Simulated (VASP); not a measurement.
# NbAs (CsCl type) (Pm-3m) in VASP: settings compared, part 2 of 2

VASP 6.6.1.

### 3 Single point, PBEsol+U

This run uses another cell than the first one, of 6.44 Å³/atom, 0.533 times its volume.

Input file INCAR:

```
SYSTEM = NbAs
  ALGO = Normal
  EDIFF = 1E-6
  ENCUT = 500
  GGA = PS
  GGA_COMPAT = .False.
  ISIF = 2
  ISMEAR = 0
  LASPH = .True.
  LCHARG = .False.
  LDAU = .True.
  LDAUJ = 0 0
  LDAUL = 2 -1
  LDAUPRINT = 1
  LDAUTYPE = 2
  LDAUU = 5 0
  LMAXMIX = 4
  LREAL = .False.
  LWAVE = .False.
  NBANDS = 16
  NELM = 200
  PREC = Accurate
  SIGMA = 0.05
```

Input file KPOINTS:

```
k-points
0
Gamma
  13 13 13
  0 0 0
```

Input file POSCAR:

```
NbAs
1.0
    2.3436120367      0.0000000000      0.0000000000
    0.0000000000      2.3436120367      0.0000000000
    0.0000000000      0.0000000000      2.3436120367
Nb As
1 1
Direct
    0.0000000000      0.0000000000      0.0000000000
    0.5000000000      0.5000000000      0.5000000000
```

Potentials or basis: VASP PAW PBE potentials, release 64 (Nb_sv, As).

Command:

```console
$ cat potpaw_PBE.64/Nb_sv/POTCAR potpaw_PBE.64/As/POTCAR > POTCAR
$ mpirun -np 1 vasp_std > vasp.out
```

OUTCAR:

```text
SYSTEM = NbAs
   EDIFF = 1E-6
   ENCUT = 500
   GGA = PS
   ISIF = 2
   ISMEAR = 0
   LASPH = .True.
   LREAL = .False.
   NELM = 200
   PREC = Accurate

 ion  position               nearest neighbor table
   1  0.000  0.000  0.000-   2 2.03   2 2.03   2 2.03   2 2.03   2 2.03   2 2.03   2 2.03   2 2.03

   2  0.500  0.500  0.500-   1 2.03   1 2.03   1 2.03   1 2.03   1 2.03   1 2.03   1 2.03   1 2.03

  LATTYP: Found a simple cubic cell.
 ALAT       =     2.3436120367

  Lattice vectors:

 A1 = (   2.3436120367,   0.0000000000,   0.0000000000)
 A2 = (   0.0000000000,   2.3436120367,   0.0000000000)
 A3 = (   0.0000000000,   0.0000000000,   2.3436120367)

Analysis of symmetry for initial positions (statically):
=====================================================================
 Subroutine PRICEL returns:
 Original cell was already a primitive cell.

 Routine SETGRP: Setting up the symmetry group for a
 simple cubic supercell.

 Subroutine GETGRP returns: Found 48 space group operations
 (whereof 48 operations were pure point group operations)
 out of a pool of 48 trial point group operations.

The static configuration has the point symmetry O_h .

Analysis of symmetry for dynamics (positions and initial velocities):
[... 198 lines left out ...]

 val. band max:       29.4330814195   @ k =   0.4615   0.3077   0.0769
 cond. band min:      29.5066688639   @ k =   0.3846   0.2308   0.0769
 fundamental gap:      0.0735874444
 Fermi energy:        29.4623509196

 k-point     1 :       0.0000    0.0000    0.0000
  band No.  band energies     occupation
      1     -27.4741      2.00000
      2      -1.2740      2.00000
      3      -1.2740      2.00000
      4      -1.2740      2.00000
      5      10.4051      2.00000
      6      18.7815      2.00000
[... 433 lines left out ...]
      3      -4.7347      2.00000
      4       0.0718      2.00000
      5      12.7065      2.00000
      6      19.9908      2.00000
[... 8 lines left out ...]
     15      46.9133      0.00000
     16      51.6116      0.00000

 [... further k-points ...]

------------------------ aborting loop because EDIFF is reached ----------------------------------------

  FORCE on cell =-STRESS in cart. coord.  units (eV):
  Direction    XX          YY          ZZ          XY          YZ          ZX
  --------------------------------------------------------------------------------------
  -------------------------------------------------------------------------------------
  Total       88.2223820     88.2223820     88.2223820     -0.0000000     -0.0000000      0.0000000
  in kB    10980.7550112  10980.7550112  10980.7550112     -0.0000000     -0.0000000      0.0000000
  external PRESSURE =   10980.7550112 kB  Pullay stress =       0.0000000 kB

 VOLUME and BASIS-vectors are now :
 -----------------------------------------------------------------------------
  energy-cutoff  :      500.00
  volume of cell :       12.87
      direct lattice vectors                 reciprocal lattice vectors
     2.343612037  0.000000000  0.000000000     0.426691784  0.000000000  0.000000000
     0.000000000  2.343612037  0.000000000     0.000000000  0.426691784  0.000000000
     0.000000000  0.000000000  2.343612037     0.000000000  0.000000000  0.426691784

 POSITION                                       TOTAL-FORCE (eV/Angst)
 -----------------------------------------------------------------------------------
      0.00000      0.00000      0.00000         0.000000      0.000000      0.000000
      1.17181      1.17181      1.17181         0.000000      0.000000      0.000000
 -----------------------------------------------------------------------------------
    total drift:                                0.000000     -0.000000     -0.000000

  FREE ENERGIE OF THE ION-ELECTRON SYSTEM (eV)
  ---------------------------------------------------
  free  energy   TOTEN  =        20.5301827493 eV

  energy  without entropy=       20.5310064490  energy(sigma->0) =       20.53059460
```

OSZICAR:

```text
N       E                     dE             d eps       ncg     rms          rms(c)
DAV:   1     0.199942662263E+03    0.19994E+03   -0.10148E+04  2784   0.123E+03
DAV:   2     0.271726980660E+02   -0.17277E+03   -0.16372E+03  3400   0.423E+02
DAV:   3     0.219664110304E+02   -0.52063E+01   -0.51261E+01  3760   0.658E+01
[... 11 lines left out ...]
DAV:  15     0.205302866629E+02    0.17029E-03   -0.19675E-03  2856   0.606E-01    0.697E-01
DAV:  16     0.205302575118E+02   -0.29151E-04   -0.18114E-04  3680   0.166E-01    0.635E-01
DAV:  17     0.205301850770E+02   -0.72435E-04   -0.57030E-04  2704   0.349E-01    0.112E-01
DAV:  18     0.205301829911E+02   -0.20858E-05   -0.12263E-05  3424   0.485E-02    0.357E-02
DAV:  19     0.205301827493E+02   -0.24184E-06   -0.11055E-06  1568   0.160E-02
   1 F= 0.20530183E+02 E0= 0.20530595E+02  d E =-.823700E-03
```

stdout:

```text
POSCAR found type information on POSCAR NbAs
 POSCAR found :  2 types and       2 ions
 scaLAPACK will be used
 -----------------------------------------------------------------------------
|                                                                             |
|                                                                             |
|     You enforced a specific xc type in the INCAR file but a different       |
|     I HOPE YOU KNOW WHAT YOU ARE DOING!                                     |
|                                                                             |
 -----------------------------------------------------------------------------

 LDA part: xc-table for (Slater+PW92), standard interpolation
 POSCAR, INCAR and KPOINTS ok, starting setup
 FFT: planning ... GRIDC
 FFT: planning ... GRID_SOFT
 FFT: planning ... GRID
 WAVECAR not read
 entering main loop
```

Run time: 13 s. Hardware: 1 thread of Intel Xeon 6975P-C (Granite Rapids), shared host; peak memory 0.13 GiB.

The run converged, but its numbers aren't listed here, since they failed a check.

Caveat: the PAW data sets were made with another functional, which shifts forces and pressure a little; U without spin polarisation on a metal has little footing; the U is typed as a test and isn't derived for this compound.

### 4 Single point, PBEsol (volume scaled by 0.85)

Input file INCAR:

```
SYSTEM = NbAs
PREC     = Accurate       ! precision mode
ENCUT    = 500            ! plane-wave cutoff, eV
EDIFF    = 1E-6           ! SCF threshold, eV
ISMEAR   = -1             ! smearing method
SIGMA    = 0.1            ! smearing width, eV
LREAL    = .FALSE.        ! projectors in reciprocal space
LASPH    = .TRUE.         ! aspherical terms in the spheres
NELM     = 120            ! most SCF steps
ALGO     = Normal         ! electronic algorithm
ISIF     = 2              ! what is computed and relaxed
LWAVE    = .FALSE.        ! write WAVECAR
LCHARG   = .FALSE.        ! write CHGCAR
GGA      = PS             ! functional
NBANDS   = 16             ! bands
GGA_COMPAT= .FALSE.
```

Input file KPOINTS:

```
regular mesh
0
G
  13 13 13
  0 0 0
```

Input file POSCAR:

```
NbAs
1.0
    3.0130432428      0.0000000000      0.0000000000
    0.0000000000      3.0130432428      0.0000000000
    0.0000000000      0.0000000000      3.0130432428
Nb As
1 1
Direct
    0.0000000000      0.0000000000      0.0000000000
    0.5000000000      0.5000000000      0.5000000000
```

Command:

```console
$ cat potpaw_PBE.64/Nb_sv/POTCAR potpaw_PBE.64/As/POTCAR > POTCAR
$ mpirun -np 1 vasp_std > vasp.out
```

Run time: 13 s. Hardware: 1 thread of Intel Xeon 6975P-C (Granite Rapids), shared host; peak memory 0.16 GiB.

The run converged. Its results:

```
Free energy            : -16.5255 eV
Pressure               : 42.7 GPa
Band gap on the k mesh : zero (band 9 reaches 16.89 eV, above the bottom of band 10 at 12.70 eV)
```

Levels at points of the mesh, in eV from the Fermi level:
| k point | band 5 | band 6 | band 7 | band 8 | band 9 | band 10 | band 11 | band 12 | band 13 | band 14 |
| --- | --- | --- | --- | --- | --- | --- | --- | --- | --- | --- |
| (0.00, 0.00, 0.00) | -15.15 | -3.84 | -3.84 | 0.57 | 0.57 | 0.57 | 2.09 | 2.09 | 2.09 | 8.11 |

Caveat: the cell differs from its parent crystal (volume scaled by 0.85); the PAW data sets were made with another functional, which shifts forces and pressure a little.

### 5 Single point, PBEsol (volume scaled by 0.85)

Input file INCAR:

```
PREC     = Accurate       # precision mode
ENCUT    = 500            # plane-wave cutoff, eV
EDIFF    = 1E-6           # SCF threshold, eV
ISMEAR   = -1             # smearing method
SIGMA    = 0.1            # smearing width, eV
LREAL    = False          # projectors in reciprocal space
LASPH    = True           # aspherical terms in the spheres
NELM     = 120            # most SCF steps
ALGO     = Normal         # electronic algorithm
ISIF     = 2              # what is computed and relaxed
LWAVE    = False          # write WAVECAR
LCHARG   = False          # write CHGCAR
GGA      = PS             # functional
NBANDS   = 16             # bands
GGA_COMPAT= False
```

Input file KPOINTS:

```
Automatic mesh
0
Gamma
  13 13 13
```

POSCAR is that of step 4.

Command:

```console
$ cat potpaw_PBE.64/Nb_sv/POTCAR potpaw_PBE.64/As/POTCAR > POTCAR
$ mpirun -np 1 vasp_std > vasp.out
```

It took 11 s on 1 thread of Intel Xeon 6975P-C (Granite Rapids), shared host; peak memory 0.16 GiB.

Results (log left out):

```yaml
Free_energy: -16.5255 eV
Pressure: 42.7 GPa
Band_gap_on_the_k_mesh: zero (band 9 reaches 16.89 eV, above the bottom of band 10 at 12.70 eV)
```

Levels at points of the mesh, in eV from the Fermi level:
```tsv
k point	band 7	band 8	band 9	band 10	band 11	band 12
(0.00, 0.00, 0.00)	-3.84	0.57	0.57	0.57	2.09	2.09
```

Caveat: the cell differs from its parent crystal (volume scaled by 0.85); the PAW data sets were made with another functional, which shifts forces and pressure a little.
